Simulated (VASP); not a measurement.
# SmO5 in VASP: a series of runs, part 2 of 2

VASP 6.6.1. Earlier steps stand in the parts before.

## (3) Single point, PBE

This run uses another cell than the first one, of 12.80 Å³/atom.

INCAR reads:

```
ALGO = Normal
EDIFF = 1E-6
ENCUT = 600
GGA = PE
GGA_COMPAT = F
ISIF = 2
ISMEAR = 0
LASPH = T
LCHARG = F
LMAXMIX = 6
LREAL = F
LWAVE = F
NBANDS = 30
NELM = 200
PREC = Accurate
SIGMA = 0.1
```

KPOINTS reads:

```
k-points
0
Gamma
  12 12 8
```

POSCAR reads:

```
SmO5
1.0
    4.4775227040      0.0000000000      0.0000000000
   -2.2387613520      3.8776484076      0.0000000000
    0.0000000000      0.0000000000      4.4229732704
Sm O
1 5
Direct
    0.0000000000      0.0000000000      0.0000000000
    0.0000000000      0.0000000000      0.5000000000
    0.3333333333      0.6666666667      0.1512178168
    0.6666666667      0.3333333333      0.1512178168
    0.3333333333      0.6666666667      0.8487821832
    0.6666666667      0.3333333333      0.8487821832
```

Potentials or basis: VASP PAW PBE potentials, release 64 (Sm_3, O), 4f in core.

Started as:

```sh
$ cat potpaw_PBE.64/Sm_3/POTCAR potpaw_PBE.64/O/POTCAR > POTCAR
$ mpirun -np 1 vasp_std > vasp.out
```

OUTCAR:

```text
EDIFF = 1E-6
   ENCUT = 600
   GGA = PE
   ISIF = 2
   ISMEAR = 0
   LASPH = T
   LREAL = F
   NELM = 200
   PREC = Accurate

 ion  position               nearest neighbor table
   1  0.000  0.000  0.000-   2 2.21   2 2.21   4 2.67   5 2.67   6 2.67   3 2.67   3 2.67   5 2.67
                             4 2.67   6 2.67   4 2.67   6 2.67   3 2.67   5 2.67
   2  0.000  0.000  0.500-   1 2.21   1 2.21
   3  0.333  0.667  0.151-   5 1.34   1 2.67   1 2.67   1 2.67
   4  0.667  0.333  0.151-   6 1.34   1 2.67   1 2.67   1 2.67
   5  0.333  0.667  0.849-   3 1.34   1 2.67   1 2.67   1 2.67
   6  0.667  0.333  0.849-   4 1.34   1 2.67   1 2.67   1 2.67

  LATTYP: Found a hexagonal cell.
 ALAT       =     4.4775227040
 C/A-ratio  =     0.9878170504

  Lattice vectors:

 A1 = (   4.4775227040,   0.0000000000,   0.0000000000)
 A2 = (  -2.2387613520,   3.8776484076,   0.0000000000)
 A3 = (   0.0000000000,   0.0000000000,   4.4229732704)

Analysis of symmetry for initial positions (statically):
=====================================================================
 Subroutine PRICEL returns:
 Original cell was already a primitive cell.

 Routine SETGRP: Setting up the symmetry group for a
 hexagonal supercell.

 Subroutine GETGRP returns: Found 24 space group operations
 (whereof 24 operations were pure point group operations)
 out of a pool of 24 trial point group operations.

The static configuration has the point symmetry D_6h.

Analysis of symmetry for dynamics (positions and initial velocities):
=====================================================================
 Subroutine PRICEL returns:
 Original cell was already a primitive cell.

 Routine SETGRP: Setting up the symmetry group for a
 hexagonal supercell.

 Subroutine GETGRP returns: Found 24 space group operations
 (whereof 24 operations were pure point group operations)
[... 125 lines left out ...]
   ISMEAR =     0;   SIGMA  =   0.10  broadening in eV -4-tet -1-fermi 0-gaus
   EFERMI_NEDOS =   21; number of points for ismear=-14 and -15
   IALGO  =     38    algorithm
   IMIX   =      4    mixing-type and parameters
     AMIX     =   0.40;   BMIX     =  1.00
     AMIX_MAG =   1.60;   BMIX_MAG =  1.00
  volume/ion in A,a.u.               =      12.80        86.37
  Fermi-wavevector in a.u.,A,eV,Ry     =   1.328095  2.509736 23.998464  1.763837
  Thomas-Fermi vector in A             =   2.457359
   LORBIT       =      0    0 simple, 1 ext, 2 COOP (PROOUT), +10 PAW based schemes
   GGA     = PE    functional components
   LHFCALC =     F    Hartree Fock is set to
   AEXX    =    0.0000 exact exchange contribution
   IVDW    =     0    specifies the selected vdW correction
   LEPSILON=     F    determine dielectric tensor
   LRPA    =     F    only Hartree local field effects (RPA)
 non-spin polarized calculation
 Gauss-broadening in eV      SIGMA  =   0.10
  energy-cutoff  :      600.00
  volume of cell :       76.79
 maximum number of plane-waves:      2604
 NGX is ok and might be reduce to    36
   NGX = 17   NGY = 17   NGZ = 17

 number of electron      41.0000002 magnetization

 Free energy of the ion-electron system (eV)
  ---------------------------------------------------
  ext. energy  EPLUGINS =         0.00000000
  ---------------------------------------------------
  free energy    TOTEN  =       -35.45764951 eV

  energy without entropy =      -35.41974677  energy(sigma->0) =      -35.43869814

 E-fermi :   1.2033     XC(G=0): -10.0857

 val. band max:        1.2029691234   @ k =   0.1667   0.0833   0.0000
 cond. band min:       1.2044138441   @ k =   0.4167   0.0833   0.2500
 fundamental gap:      0.0014447207
 Fermi energy:         1.2032943345

 k-point     1 :       0.0000    0.0000    0.0000
  band No.  band energies     occupation
      1     -38.3975      2.00000
      2     -23.3730      2.00000
      3     -22.5805      2.00000
      4     -17.9755      2.00000
      5     -17.9755      2.00000
      6     -17.7636      2.00000
[... 781 lines left out ...]
     29       9.0027      0.00000
     30      11.1706      0.00000

 [... further k-points ...]
[... 5 lines left out ...]
  --------------------------------------------------------------------------------------
  -------------------------------------------------------------------------------------
  Total       -0.1266071     -0.1266071      1.5498543      0.0000000     -0.0000000      0.0000000
  in kB       -2.6414842     -2.6414842     32.3355984      0.0000000     -0.0000000      0.0000000
  external PRESSURE =       9.0175433 kB  Pullay stress =       0.0000000 kB

 VOLUME and BASIS-vectors are now :
 -----------------------------------------------------------------------------
  energy-cutoff  :      600.00
  volume of cell :       76.79
      direct lattice vectors                 reciprocal lattice vectors
     4.477522704  0.000000000  0.000000000     0.223337784  0.128944130  0.000000000
    -2.238761352  3.877648408  0.000000000     0.000000000  0.257888260  0.000000000
     0.000000000  0.000000000  4.422973270     0.000000000  0.000000000  0.226092255

 POSITION                                       TOTAL-FORCE (eV/Angst)
 -----------------------------------------------------------------------------------
      0.00000      0.00000      0.00000         0.000000     -0.000000      0.000000
      0.00000      0.00000      2.21149         0.000000     -0.000000      0.000000
     -0.00000      2.58510      0.66883        -0.000000      0.000000      0.477160
      2.23876      1.29255      0.66883         0.000000     -0.000000      0.477160
     -0.00000      2.58510      3.75414        -0.000000      0.000000     -0.477160
      2.23876      1.29255      3.75414        -0.000000     -0.000000     -0.477160
 -----------------------------------------------------------------------------------
    total drift:                               -0.000000      0.000000      0.000000

  FREE ENERGIE OF THE ION-ELECTRON SYSTEM (eV)
  ---------------------------------------------------
  free  energy   TOTEN  =       -35.4576495069 eV

  energy  without entropy=      -35.4197467681  energy(sigma->0) =      -35.43869814
```

It took 6.3 min on 1 thread of Intel Xeon Platinum 8259CL at 2.50GHz (Skylake/Cascade Lake), shared host; peak memory 0.35 GiB.

Results:

```yaml
Free_energy: -35.4576 eV
Pressure: 0.9 GPa
Largest_force: 0.477 eV/Å
Band_gap_on_the_k_mesh: zero (an odd number of electrons rules out a gap without spin polarisation)
```

Forces on the atoms (eV/Å):
```
Sm   0.000  0.000  0.000
O    0.000  0.000  0.000
O    0.000  0.000  0.477
O    0.000  0.000  0.477
O    0.000  0.000 -0.477
O    0.000  0.000 -0.477
```

Stress tensor (GPa, compression positive):
```
-0.26  0.00  0.00
 0.00 -0.26  0.00
 0.00  0.00  3.23
```

Caveat: spin-orbit coupling is left out, which moves the levels of the heavy elements; the 4f electrons are frozen in the core, so they carry no moment and show no levels; an odd number of electrons without spin polarisation forces a metal; a magnetic or distorted state may lie lower; the run has no spin polarisation, though such a crystal can be magnetic. Spin polarisation is off, so any magnetic state and its effect on volume and gap are missing.

## (4) Relaxation of cell and atoms, PBE

INCAR reads:

```
PREC     = Accurate       # precision mode
ENCUT    = 600            # plane-wave cutoff, eV
EDIFF    = 1E-7           # SCF threshold, eV
ISMEAR   = 0              # smearing method
SIGMA    = 0.1            # smearing width, eV
LREAL    = False          # projectors in reciprocal space
LASPH    = True           # aspherical terms in the spheres
NELM     = 200            # most SCF steps
ALGO     = Normal         # electronic algorithm
ISIF     = 3              # what is computed and relaxed
LWAVE    = False          # write WAVECAR
LCHARG   = False          # write CHGCAR
GGA      = PE             # functional
IBRION   = 2              # ionic algorithm
NSW      = 100            # ionic steps
EDIFFG   = -0.01          # ionic threshold
GGA_COMPAT= False        
NELMIN   = 4            
LMAXMIX  = 6              # l up to which the mixer works
```

KPOINTS reads:

```
regular mesh
0
Gamma
  12 12 8
```

POSCAR reads:

```
SmO5
1.0
    4.4770843279      0.0000000000      0.0000000000
   -2.2385421640      3.8772687629      0.0000000000
    0.0000000000      0.0000000000      4.4007279925
Sm O
1 5
Direct
    0.0000000000      0.0000000000      0.0000000000
    0.0000000000      0.0000000000      0.5000000000
    0.3333333333      0.6666666667      0.1519190633
    0.6666666667      0.3333333333      0.1519190633
    0.3333333333      0.6666666667      0.8480809367
    0.6666666667      0.3333333333      0.8480809367
```

Started as:

```sh
$ cat potpaw_PBE.64/Sm_3/POTCAR potpaw_PBE.64/O/POTCAR > POTCAR
$ mpirun -np 1 vasp_std > vasp.out
```

Run time: 19 min. Hardware: 1 thread of Intel Xeon Platinum 8259CL at 2.50GHz (Skylake/Cascade Lake), shared host; peak memory 0.33 GiB.

It converged, with:

```
Free energy                           : -35.4641 eV
Relaxed volume                        : 12.79 Å³/atom
Relaxed cell                          : a = 4.464 Å, b = 4.464 Å, c = 4.448 Å, α = 90.00°, β = 90.00°, γ = 120.00°
Space group after relaxing (to 0.1 Å) : P6/mmm (No. 191)
Energy gained by relaxing             : 1.8 meV/atom
Ionic steps                           : 6
Pressure after relaxing               : -0.1 GPa
Band gap on the k mesh                : zero (an odd number of electrons rules out a gap without spin polarisation)
```

The path:
| step | energy change (eV) | largest force (eV/Å) | pressure (GPa) | volume (Å³) |
| --- | --- | --- | --- | --- |
| 1 | 0.0000 | 0.4819 | 1.38 | 76.39 |
| 2 | 0.0952 | 1.7555 | -4.43 | 77.61 |
| 3 | -0.0082 | 0.0933 | -0.03 | 76.65 |
| 4 | -0.0082 | 0.0742 | 0.01 | 76.64 |
| 5 | -0.0101 | 0.0435 | -0.04 | 76.69 |
| 6 | -0.0110 | 0.0015 | -0.07 | 76.75 |

Final structure:
```
CELL_PARAMETERS angstrom
4.46351 0.00000 0.00000
-2.23175 3.86551 0.00000
0.00000 0.00000 4.44830
ATOMIC_POSITIONS crystal
Sm 0.00000 0.00000 0.00000
O 0.00000 0.00000 0.50000
O 0.33333 0.66667 0.15186
O 0.66667 0.33333 0.15186
O 0.33333 0.66667 0.84814
O 0.66667 0.33333 0.84814
```

Levels at points of the mesh, in eV from the Fermi level:
| k point | band 16 | band 17 | band 18 | band 19 | band 20 | band 21 | band 22 | band 23 | band 24 |
| --- | --- | --- | --- | --- | --- | --- | --- | --- | --- |
| (0.00, 0.00, 0.00) | -1.35 | -1.35 | -0.42 | -0.42 | -0.37 | -0.37 | 0.01 | 6.19 | 6.19 |
| (0.50, 0.00, 0.00) | -1.96 | -1.04 | -0.47 | -0.42 | -0.27 | 0.09 | 0.32 | 4.91 | 5.81 |
| (0.00, 0.00, 0.50) | -2.75 | -1.73 | -1.73 | -1.54 | -1.54 | 0.55 | 0.55 | 4.84 | 6.38 |
| (0.50, 0.00, 0.50) | -2.84 | -2.77 | -1.46 | -1.16 | -0.07 | 0.09 | 0.25 | 4.97 | 5.67 |

Caveat: spin-orbit coupling is left out, which moves the levels of the heavy elements; the 4f electrons are frozen in the core, so they carry no moment and show no levels; an odd number of electrons without spin polarisation forces a metal; a magnetic or distorted state may lie lower; the run has no spin polarisation, though such a crystal can be magnetic. Spin polarisation is off, so any magnetic state and its effect on volume and gap are missing.

## (5) Summary

```csv
task,cell,k mesh,gap on the mesh (eV),pressure (GPa),largest force (eV/Å)
single point,"a = 4.477, b = 4.477, c = 4.401 Å, angles 90.0, 90.0, 120.0°, 6 atoms, atomic positions A",6 × 6 × 4,none,1.0,0.50
single point,"a = 4.478, b = 4.478, c = 4.423 Å, angles 90.0, 90.0, 120.0°, 6 atoms, atomic positions B",12 × 12 × 8,none,0.9,0.48
relaxation of cell and atoms,"relaxed from a = 4.477, b = 4.477, c = 4.401 Å, angles 90.0, 90.0, 120.0°, 6 atoms, atomic positions C",12 × 12 × 8,none,-0.1,-
```

Alike in all rows: level PBE; potentials or basis VASP PAW PBE potentials, release 64 (Sm_3, O), 4f in core; no spin polarisation; cutoff (eV) 600; smearing gaussian 0.1 eV.

Caveats: spin-orbit coupling is left out, which moves the levels of the heavy elements; the 4f electrons are frozen in the core, so they carry no moment and show no levels; an odd number of electrons without spin polarisation forces a metal; a magnetic or distorted state may lie lower; the run has no spin polarisation, though such a crystal can be magnetic.

Total energies depend on the potentials used, so only differences within one code and one set of settings carry meaning.

The gap in the log of VASP goes by the Fermi energy; the results here count the filled bands.